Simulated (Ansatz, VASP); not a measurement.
**Two plane-wave programs on HfNb3O3**

```
Hf Nb O
1.0
     4.44212    0.00000    0.00000
     0.00000    4.44212    0.00000
     0.00000    0.00000    4.44028
Hf Nb O
1 3 3
Direct
  0.00000 0.00000 0.00000
  0.50000 0.00000 0.50000
  0.50000 0.50000 0.00000
  0.00000 0.50000 0.50000
  0.50000 0.00000 0.00000
  0.50000 0.50000 0.50000
  0.00000 0.50000 0.00000
```

Change from the starting cell: built by hand: Cu3Au-ordered rocksalt with tetragonal oxygen vacancy (P4/mmm, No. 123).

Alike in both runs: functional PBE; k mesh 8 × 8 × 8; occupations gaussian, width 0.1 eV; no spin polarisation.

Ansatz relaxed the structure, and its values are those at the end. VASP's run is a single point on that final structure, the one shown.

|  | VASP | Ansatz |
| --- | --- | --- |
| version | VASP 6.6.1 | Ansatz 0.2.0 |
| potentials or method | VASP PAW PBE potentials, release 64 (Hf_pv, Nb_sv, O), cutoff 600 eV | scalar-relativistic, plane waves, PAW |
| valence electrons in the cell | 67 | 83 |

VASP gave:

```
gap on the k mesh at the Fermi level (eV) : none
pressure (GPa)                            : -1.1
```

What did Ansatz give for the same quantities?

gap on the k mesh at the Fermi level (eV): none; pressure (GPa): 0.0.

A gap of «none» marks a metal or a gap that the smearing closes. With one functional, cell and mesh, what is left measures potentials, basis and numerics. VASP's potentials hold 67 valence electrons a cell and Ansatz's 83, so a difference there can come from the potentials and not from the codes.

Spin-orbit coupling is off throughout.
